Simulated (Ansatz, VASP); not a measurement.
## SrO: VASP beside Ansatz

Contents of INCAR:

```
SYSTEM = SrO
PREC = Accurate
ENCUT = 600
EDIFF = 1E-6
ISMEAR = -1
SIGMA = 0.05
LREAL = .FALSE.
LASPH = .TRUE.
NELM = 100
ALGO = Normal
ISIF = 3
LWAVE = .FALSE.
LCHARG = .FALSE.
GGA = PS
IVDW = 12
IBRION = 2
NSW = 60
EDIFFG = -0.01
```

Contents of KPOINTS:

```
Automatic mesh
0
G
  9 9 9
  0 0 0
```

Contents of POSCAR:

```
SrO
1.0
    0.0000000000      2.5663000000      2.5663000000
    2.5663000000      0.0000000000      2.5663000000
    2.5663000000      2.5663000000      0.0000000000
Sr O
1 1
Direct
    0.5000000000      0.5000000000      0.5000000000
    0.0000000000      0.0000000000      0.0000000000
```

The input input.yaml:

```yaml
crystal:
  lattice:
    - [0.0, 2.5663, 2.5663]
    - [2.5663, 0.0, 2.5663]
    - [2.5663, 2.5663, 0.0]
  atoms:
    - { symbol: Sr, position: [0.5, 0.5, 0.5] }
    - { symbol: O, position: [0.0, 0.0, 0.0] }
hamiltonian:
  xc: pbesol
  pseudopotentials: { kind: paw }
  dispersion: d3bj
kpoints:
  mp_grid: { grid: [9, 9, 9] }
scf:
  occupations: { method: fermi_dirac, width: 0.05 }
output:
  forces: true
  stress: true
relax:
  f_tol: 0.01
  max_steps: 40
  cell: { stress_tol: 0.05 }
```

Alike in both runs: task relaxation of cell and atoms; functional PBEsol; dispersion D3(BJ); k mesh 9 × 9 × 9; occupations fermi-dirac, width 0.05 eV; no spin polarisation.

|  | VASP | Ansatz |
| --- | --- | --- |
| version | VASP 6.6.1 | Ansatz 0.2.0 |
| potentials or method | VASP PAW PBE potentials, release 64 (Sr_sv, O) | Ansatz PAW |
| plane-wave cutoff (eV) | 600 | 420 |
| valence electrons in the cell | 16 | 16 |

Ansatz gave:

```
relaxed volume (Å³/atom)                                     : 16.35
relaxed cell length with the largest relative difference (Å) : 3.589
```

**Question.** What did VASP give for the same quantities?

**Answer.** Relaxed volume (Å³/atom): 16.45; relaxed cell length with the largest relative difference (Å): 3.596.

VASP's potentials were made for PBE, not for PBEsol.

Noted on Ansatz's run: odd divisions of the mesh miss points on the zone boundary, where band edges often lie, so the gap on the mesh can be too wide; the plane-wave basis is chosen anew once the cell has moved, so the energies of steps on either side of that aren't comparable.
